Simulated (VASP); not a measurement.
# CsPtS2 (R-3m) in VASP: single point with r2SCAN

Aim: the single point of CsPtS2 with r2SCAN.

Program: VASP 6.6.1. These are calculated values, not measurements. Logs are shortened: lines on timing, memory, paths and dates and some standing lists are left out, and cuts for length are marked.

## Step 1: The cell of the first run

Symmetry: R-3m, No. 166, trigonal system. The conventional cell has a = 3.886 Å, b = 3.886 Å, c = 22.016 Å, α = 90.00°, β = 90.00°, γ = 120.00°. Within 4.5 Å of Cs (site symmetry -3m) lie 6 S at 3.42 Å and 6 Cs at 3.89 Å and 6 Pt at 4.30 Å. Pt (site symmetry -3m) has 6 S at 2.49 Å within 3.3 Å. S (site symmetry 3m) has 3 Pt at 2.49 Å and 3 S at 3.13 Å and 3 Cs at 3.42 Å within 3.5 Å.

## Step 2: Single point, r2SCAN

The input, POSCAR:

```
CsPtS2
1.0
    1.9429608191      3.3653068559      0.0000005847
   -1.9429608191      3.3653068559      0.0000005847
   -1.9429608191      1.1217676770      7.3385317281
Cs Pt S
1 1 2
Direct
    0.0000000000      0.0000000000      0.0000000000
    0.5000000000      0.0000000000      0.5000000000
    0.2160723259      0.5678553481      0.6482169778
    0.7839276741      0.4321446519      0.3517830222
```

The input, INCAR.step1:

```
PREC     = Accurate       # precision mode
ENCUT    = 520            # plane-wave cutoff, eV
ISMEAR   = -1             # smearing method
SIGMA    = 0.1            # smearing width, eV
LREAL    = F              # projectors in reciprocal space
LASPH    = T              # aspherical terms in the spheres
NELM     = 80             # most SCF steps
NBANDS   = 24             # bands
GGA      = PE             # functional
ALGO     = Normal         # electronic algorithm
EDIFF    = 1E-4           # SCF threshold, eV
LWAVE    = T              # write WAVECAR
LCHARG   = F              # write CHGCAR
```

The input, INCAR.step2:

```
PREC     = Accurate       # precision mode
ENCUT    = 520            # plane-wave cutoff, eV
EDIFF    = 1E-7           # SCF threshold, eV
ISMEAR   = -1             # smearing method
SIGMA    = 0.1            # smearing width, eV
LREAL    = F              # projectors in reciprocal space
LASPH    = T              # aspherical terms in the spheres
NELM     = 80             # most SCF steps
ALGO     = Normal         # electronic algorithm
ISIF     = 2              # what is computed and relaxed
LWAVE    = F              # write WAVECAR
LCHARG   = T              # write CHGCAR
METAGGA  = R2SCAN         # meta-GGA
LMIXTAU  = T            
LELF     = T              # ELF
LVHAR    = T            
NBANDS   = 24             # bands
ISTART   = 1
```

The input, KPOINTS:

```
regular mesh
0
Gamma
  7 7 7
```

Potentials or basis: VASP PAW PBE potentials, release 64 (Cs_sv, Pt, S).

Command:

```bash
$ cat potpaw_PBE.64/Cs_sv/POTCAR potpaw_PBE.64/Pt/POTCAR potpaw_PBE.64/S/POTCAR > POTCAR
$ cp INCAR.step1 INCAR
$ mpirun -np 1 vasp_std > vasp.out
$ cp INCAR.step2 INCAR
$ mpirun -np 1 vasp_std > vasp.out
```

OUTCAR:

```text
PREC = Accurate
   ENCUT = 520
   EDIFF = 1E-7
   ISMEAR = -1
   LREAL = F
   LASPH = T
   NELM = 80
   ISIF = 2
   METAGGA = R2SCAN
   ISTART = 1

 ion  position               nearest neighbor table
   1  0.000  0.000  0.000-
   2  0.500  0.000  0.500-   3 2.49   4 2.49   3 2.49   4 2.49   3 2.49   4 2.49
   3  0.216  0.568  0.648-   2 2.49   2 2.49   2 2.49
   4  0.784  0.432  0.352-   2 2.49   2 2.49   2 2.49

  LATTYP: Found a trigonal (rhomboedric) cell.
 ALAT       =     7.6738196089
 COS(alpha) =     0.8717861593

  Lattice vectors:

 A1 = (  -1.9429608191,   1.1217676770,   7.3385317281)
 A2 = (  -0.0000000000,  -2.2435391789,   7.3385311434)
 A3 = (   1.9429608191,   1.1217676770,   7.3385317281)

Analysis of symmetry for initial positions (statically):
=====================================================================
 Subroutine PRICEL returns:
 Original cell was already a primitive cell.

 Routine SETGRP: Setting up the symmetry group for a
 trigonal (rhombohedral) supercell.

 Subroutine GETGRP returns: Found 12 space group operations
 (whereof 12 operations were pure point group operations)
 out of a pool of 12 trial point group operations.

The static configuration has the point symmetry D_3d.

Analysis of symmetry for dynamics (positions and initial velocities):
=====================================================================
 Subroutine PRICEL returns:
 Original cell was already a primitive cell.

 Routine SETGRP: Setting up the symmetry group for a
 trigonal (rhombohedral) supercell.

 Subroutine GETGRP returns: Found 12 space group operations
 (whereof 12 operations were pure point group operations)
 out of a pool of 12 trial point group operations.

The dynamic configuration has the point symmetry D_3d.

 Subroutine INISYM returns: Found 12 space group operations
 (whereof 12 operations are pure point group operations),
 and found     1 'primitive' translations

----------------------------------------------------------------------------------------

                                     Primitive cell

  volume of cell :      95.9683

  direct lattice vectors                    reciprocal lattice vectors
     1.942960819  3.365306856  0.000000585     0.257339209  0.148574854  0.045422374
    -1.942960819  3.365306856  0.000000585    -0.257339209  0.148574877 -0.090844670
    -1.942960819  1.121767677  7.338531728     0.000000000 -0.000000024  0.136267044

  length of vectors
     3.885921638  3.885921638  7.673819609     0.300601310  0.310726112  0.136267044

  position of ions in fractional coordinates (direct lattice)
     0.000000000  0.000000000  0.000000000
     0.500000000  0.000000000  0.500000000
     0.216072326  0.567855348  0.648216978
     0.783927674  0.432144652  0.351783022

  ion indices of the primitive-cell ions
   primitive index   ion index
                 1           1
                 2           2
                 3           3
                 4           4

----------------------------------------------------------------------------------------

 KPOINTS: regular mesh

Automatic generation of k-mesh.
 Grid dimensions read from file:
 generate k-points for:    7    7    7

 Generating k-lattice:

  Cartesian coordinates                     Fractional coordinates (reciprocal lattice)
     0.036762744  0.021224979  0.006488911     0.142857143 -0.000000000  0.000000000
    -0.036762744  0.021224982 -0.012977810     0.000000000  0.142857143 -0.000000000
     0.000000000 -0.000000003  0.019466721     0.000000000  0.000000000  0.142857143

  Length of vectors
     0.042943044  0.044389445  0.019466721

  Shift w.r.t. Gamma in fractional coordinates (k-lattice)
     0.000000000  0.000000000  0.000000000

 Subroutine IBZKPT returns following result:
 ===========================================

 Found     44 irreducible k-points:

 Following reciprocal coordinates:
            Coordinates               Weight
  0.000000  0.000000  0.000000      1.000000
  0.142857  0.000000 -0.000000      6.000000
  0.285714  0.000000 -0.000000      6.000000
  0.428571 -0.000000 -0.000000      6.000000
  0.000000  0.142857  0.000000      6.000000
  0.285714  0.142857 -0.000000      6.000000
[... 16 lines left out ...]
  0.428571  0.285714  0.142857     12.000000
 -0.428571  0.285714  0.142857     12.000000
 [... further k-points ...]
   k-points           NKPTS =     44   k-points in BZ     NKDIM =     44   number of bands    NBANDS=     24
   number of dos      NEDOS =    301   number of ions     NIONS =      4
   total plane-waves  NPLWV =  54000
   dimension x,y,z NGX =    30 NGY =   30 NGZ =   60
   dimension x,y,z NGXF=    60 NGYF=   60 NGZF=  120
   ions per type =               1   1   2
   NGX,Y,Z   is equivalent  to a cutoff of  12.83, 12.83, 13.00 a.u.
   NGXF,Y,Z  is equivalent  to a cutoff of  25.67, 25.67, 26.00 a.u.
 SYSTEM =  unknown system
   PREC   = accura    normal or accurate (medium, high low for compatibility)
   ISTART =      1    job   : 0-new  1-cont  2-samecut
   ICHARG =      0    charge: 1-file 2-atom 10-const
   ISPIN  =      1    spin polarized calculation?
   LNONCOLLINEAR =      F non collinear calculations
   LSORBIT =      F    spin-orbit coupling
   LASPH  =      T    aspherical Exc in radial PAW
   ENCUT  =  520.0 eV  38.22 Ry    6.18 a.u.   7.23  7.23 14.27*2*pi/ulx,y,z
   NELM   =     80;   NELMIN=  2; NELMDL=  0     # of ELM steps
   EDIFF  = 0.1E-06   stopping-criterion for ELM
   LREAL  =      F    real-space projection
   EDIFFG = 0.1E-05   stopping-criterion for IOM
   NSW    =      0    number of steps for IOM
   IBRION =     -1    ionic relax: 0-MD 1-quasi-New 2-CG
   NFREE  =      0    steps in history (QN), initial steepest desc. (CG)
   ISIF   =      2    stress and relaxation
   ISYM   =      2    0-nonsym 1-usesym 2-fastsym
   POTIM  = 0.5000    time-step for ionic-motion
   TEBEG  =    0.0;   TEEND  =   0.0 temperature during run
   PSTRESS=    0.0 pullay stress
   NELECT =      31.0000    total number of electrons
   NUPDOWN=      -1.0000    fix difference up-down
   EMIN   =  10.00;   EMAX   =-10.00  energy-range for DOS
   EFERMI =   0.00;   METHOD = LEGACY
   ISMEAR =    -1;   SIGMA  =   0.10  broadening in eV -4-tet -1-fermi 0-gaus
   EFERMI_NEDOS =   21; number of points for ismear=-14 and -15
   IALGO  =     38    algorithm
   IMIX   =      4    mixing-type and parameters
     AMIX     =   0.40;   BMIX     =  1.00
     AMIX_MAG =   1.60;   BMIX_MAG =  1.00
  volume/ion in A,a.u.               =      23.99       161.91
  Fermi-wavevector in a.u.,A,eV,Ry     =   1.123275  2.122682 17.167107  1.261747
  Thomas-Fermi vector in A             =   2.259940
   LORBIT       =      0    0 simple, 1 ext, 2 COOP (PROOUT), +10 PAW based schemes
   METAGGA = R2SCAN    functional components
   LHFCALC =     F    Hartree Fock is set to
   AEXX    =    0.0000 exact exchange contribution
   IVDW    =     0    specifies the selected vdW correction
   LEPSILON=     F    determine dielectric tensor
   LRPA    =     F    only Hartree local field effects (RPA)
 non-spin polarized calculation
  energy-cutoff  :      520.00
  volume of cell :       95.97
 maximum number of plane-waves:      2599
 NGX is ok and might be reduce to    30
   NGX = 15   NGY = 15   NGZ = 29

 number of electron      30.9999998 magnetization

 Free energy of the ion-electron system (eV)
  ---------------------------------------------------
  ext. energy  EPLUGINS =         0.00000000
  ---------------------------------------------------
  free energy    TOTEN  =       -94.93549925 eV

  energy without entropy =      -94.82791793  energy(sigma->0) =      -94.88170859

 E-fermi :   5.9548     XC(G=0): -10.4194

 val. band max:        5.9543514786   @ k =  -0.1429   0.4286   0.0000
 cond. band min:       5.9998198127   @ k =  -0.2857   0.2857   0.0000
 fundamental gap:      0.0454683341
 Fermi energy:         5.9547512189

 k-point     1 :       0.0000    0.0000    0.0000
  band No.  band energies     occupation
      1     -18.2414      2.00000
      2      -9.7746      2.00000
      3      -7.9178      2.00000
      4      -4.2139      2.00000
      5      -3.8214      2.00000
      6      -3.8214      2.00000
[... 16 lines left out ...]
     23      12.2923      0.00000
     24      12.2923      0.00000

 k-point     2 :       0.1429    0.0000   -0.0000
  band No.  band energies     occupation
      1     -18.1898      2.00000
      2      -9.5933      2.00000
      3      -7.9331      2.00000
      4      -4.3153      2.00000
      5      -4.2197      2.00000
      6      -3.9105      2.00000
[... 16 lines left out ...]
     23      11.2518      0.00000
     24      12.0539      0.00000

 k-point     3 :       0.2857    0.0000   -0.0000
  band No.  band energies     occupation
      1     -18.0699      2.00000
      2      -9.1187      2.00000
      3      -8.0211      2.00000
      4      -4.9943      2.00000
      5      -4.3853      2.00000
      6      -4.1000      2.00000
[... 16 lines left out ...]
     23      11.9491      0.00000
     24      12.2324      0.00000

 k-point     4 :       0.4286   -0.0000   -0.0000
  band No.  band energies     occupation
      1     -17.9696      2.00000
      2      -8.5788      2.00000
      3      -8.2129      2.00000
      4      -5.4925      2.00000
      5      -4.4284      2.00000
      6      -4.2428      2.00000
[... 16 lines left out ...]
     23      12.6791      0.00000
     24      13.6331      0.00000

 k-point     5 :       0.0000    0.1429    0.0000
  band No.  band energies     occupation
      1     -18.1897      2.00000
      2      -9.6014      2.00000
      3      -7.9145      2.00000
      4      -4.3249      2.00000
      5      -4.2366      2.00000
      6      -3.9112      2.00000
[... 16 lines left out ...]
     23      11.4921      0.00000
     24      11.8464      0.00000

 k-point     6 :       0.2857    0.1429   -0.0000
  band No.  band energies     occupation
      1     -18.1038      2.00000
      2      -9.2628      2.00000
      3      -7.9838      2.00000
      4      -4.7624      2.00000
      5      -4.3827      2.00000
      6      -4.1053      2.00000
[... 16 lines left out ...]
     23      11.9828      0.00000
     24      12.0171      0.00000
[... 379 lines left out ...]
 k-point    21 :      -0.4286   -0.0000    0.1429
  band No.  band energies     occupation
      1     -17.9697      2.00000
      2      -8.6035      2.00000
      3      -8.1775      2.00000
      4      -5.5100      2.00000
      5      -4.4276      2.00000
      6      -4.2426      2.00000
[... 16 lines left out ...]
     23      12.4377      0.00000
     24      14.0251      0.00000

 k-point    22 :      -0.2857   -0.0000    0.1429
  band No.  band energies     occupation
      1     -18.0700      2.00000
      2      -9.1252      2.00000
      3      -8.0024      2.00000
      4      -5.0148      2.00000
      5      -4.4074      2.00000
      6      -4.1004      2.00000
[... 16 lines left out ...]
     23      11.7147      0.00000
     24      12.2334      0.00000

 k-point    23 :       0.4286    0.2857    0.1429
  band No.  band energies     occupation
      1     -17.9926      2.00000
      2      -8.7725      2.00000
      3      -8.0828      2.00000
      4      -5.2888      2.00000
      5      -4.4133      2.00000
      6      -4.3726      2.00000
[... 16 lines left out ...]
     23      12.1967      0.00000
     24      13.5990      0.00000

 k-point    24 :      -0.4286    0.2857    0.1429
  band No.  band energies     occupation
      1     -17.9292      2.00000
      2      -8.4023      2.00000
      3      -8.2073      2.00000
      4      -5.2838      2.00000
      5      -4.8673      2.00000
      6      -4.3504      2.00000
[... 16 lines left out ...]
     23      12.1938      0.00000
     24      13.9223      0.00000

 [... further k-points ...]

------------------------ aborting loop because EDIFF is reached ----------------------------------------

  FORCE on cell =-STRESS in cart. coord.  units (eV):
  Direction    XX          YY          ZZ          XY          YZ          ZX
  --------------------------------------------------------------------------------------
  -------------------------------------------------------------------------------------
  Total        0.0437295      0.0437295      0.0251803      0.0000000      0.0000000      0.0000000
  in kB        0.7300579      0.7300579      0.4203817      0.0000000      0.0000001      0.0000000
  external PRESSURE =       0.6268325 kB  Pullay stress =       0.0000000 kB

 VOLUME and BASIS-vectors are now :
 -----------------------------------------------------------------------------
  energy-cutoff  :      520.00
  volume of cell :       95.97
      direct lattice vectors                 reciprocal lattice vectors
     1.942960819  3.365306856  0.000000585     0.257339209  0.148574854  0.045422374
    -1.942960819  3.365306856  0.000000585    -0.257339209  0.148574877 -0.090844670
    -1.942960819  1.121767677  7.338531728     0.000000000 -0.000000024  0.136267044

 POSITION                                       TOTAL-FORCE (eV/Angst)
 -----------------------------------------------------------------------------------
      0.00000      0.00000      0.00000        -0.000000      0.000000      0.000000
      0.00000      2.24354      3.66927        -0.000000     -0.000000      0.000000
     -1.94296      3.36531      4.75696        -0.000000      0.000000     -0.018090
     -0.00000      4.48708      2.58157         0.000000     -0.000000      0.018090
 -----------------------------------------------------------------------------------
    total drift:                               -0.000000      0.000000      0.000000

  FREE ENERGIE OF THE ION-ELECTRON SYSTEM (eV)
  ---------------------------------------------------
  free  energy   TOTEN  =       -94.9354992509 eV

  energy  without entropy=      -94.8279179281  energy(sigma->0) =      -94.88170859
```

Wall time 10 min (1 thread of AMD EPYC 7R43 (Zen 3), shared host); peak memory 0.27 GiB.

What came out:

- Free energy: -94.9355 eV
- Pressure: 0.1 GPa
- Largest force: 0.018 eV/Å
- Band gap on the k mesh: zero (an odd number of electrons rules out a gap without spin polarisation)

Forces on the atoms (eV/Å):
```
Cs   0.000  0.000  0.000
Pt   0.000  0.000  0.000
S    0.000  0.000 -0.018
S    0.000  0.000  0.018
```

Caveat: the PAW data sets were made with another functional, which shifts forces and pressure a little; spin-orbit coupling is left out, which moves the levels of the heavy elements; an odd number of electrons without spin polarisation forces a metal; a magnetic or distorted state may lie lower.

The gap in the log of VASP goes by the Fermi energy; the results here count the filled bands.